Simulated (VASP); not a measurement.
Input of a VASP 6.6.1 run:

Contents of INCAR:

```
PREC     = Accurate       # precision mode
ENCUT    = 600            # plane-wave cutoff, eV
EDIFF    = 1E-6           # SCF threshold, eV
ISMEAR   = 0              # smearing method
SIGMA    = 0.1            # smearing width, eV
LREAL    = False          # projectors in reciprocal space
LASPH    = True           # aspherical terms in the spheres
NELM     = 120            # most SCF steps
ALGO     = Normal         # electronic algorithm
ISIF     = 2              # what is computed and relaxed
LWAVE    = False          # write WAVECAR
LCHARG   = False          # write CHGCAR
GGA      = PE             # functional
NBANDS   = 22             # bands
GGA_COMPAT= False
```

The input KPOINTS:

```
regular mesh
0
Gamma
  20 20 18
```

File POSCAR:

```
As
1.0
    1.4249256349     -4.3493827188      0.0000000000
    1.4249256349      4.3493827188      0.0000000000
    0.0000000000      0.0000000000      3.6944596864
As
2
Direct
    0.9038929154      0.0961070846      0.2500000000
    0.0961070846      0.9038929154      0.7500000000
```

Potentials or basis: VASP PAW PBE potentials, release 64 (As_d).

Run with:

```sh
$ cat potpaw_PBE.64/As_d/POTCAR > POTCAR
$ mpirun -np 1 vasp_std > vasp.out
```

(1) Predict the pressure.

(2) What does it give for the largest force?

(3) What does it give for the band gap on the k mesh?

Results:

(1) 0.1 GPa.

(2) 0.011 eV/Å.

(3) zero (bands 15 and 16 overlap by 7.77 eV).
